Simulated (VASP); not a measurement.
A run of VASP 6.6.1:

The input INCAR:

```
PREC = Accurate
ENCUT = 520
EDIFF = 1E-7
ISMEAR = -1
SIGMA = 0.05
LREAL = False
LASPH = True
NELM = 60
ALGO = Normal
ISIF = 2
LWAVE = False
LCHARG = True
GGA = B5
ALDAX = 1.0
AGGAX = 1.0
AGGAC = 1.0
ALDAC = 0.0
LELF = True
LVHAR = True
NBANDS = 50
```

File KPOINTS:

```
regular mesh
0
Gamma
  3 6 6
```

The input POSCAR:

```
SnSe
1.0
   11.6439784321      0.0000000000      0.0000000000
    0.0000000000      4.2721777259      0.0000000000
    0.0000000000      0.0000000000      4.5474731880
Sn Se
4 4
Direct
    0.8770000000      0.7500000000      0.9090000000
    0.6230000000      0.2500000000      0.4090000000
    0.3770000000      0.7500000000      0.5910000000
    0.1230000000      0.2500000000      0.0910000000
    0.6430000000      0.7500000000      0.9840000000
    0.8570000000      0.2500000000      0.4840000000
    0.1430000000      0.7500000000      0.5160000000
    0.3570000000      0.2500000000      0.0160000000
```

Potentials or basis: VASP PAW PBE potentials, release 64 (Sn_d, Se).

The run is started by

```sh
$ cat potpaw_PBE.64/Sn_d/POTCAR potpaw_PBE.64/Se/POTCAR > POTCAR
$ mpirun -np 1 vasp_std > vasp.out
```

Hardware: 1 thread of Intel(R) Xeon(R) Platinum 8375C CPU @ 2.90GHz (Ice Lake), on a shared host.

Question: Estimate the wall time of this run.

Answer: Wall time 7.4 min on 1 thread of Intel(R) Xeon(R) Platinum 8375C CPU @ 2.90GHz (Ice Lake), on a shared host, peak memory 0.47 GiB. Counts: scf iterations 16, k points 32.
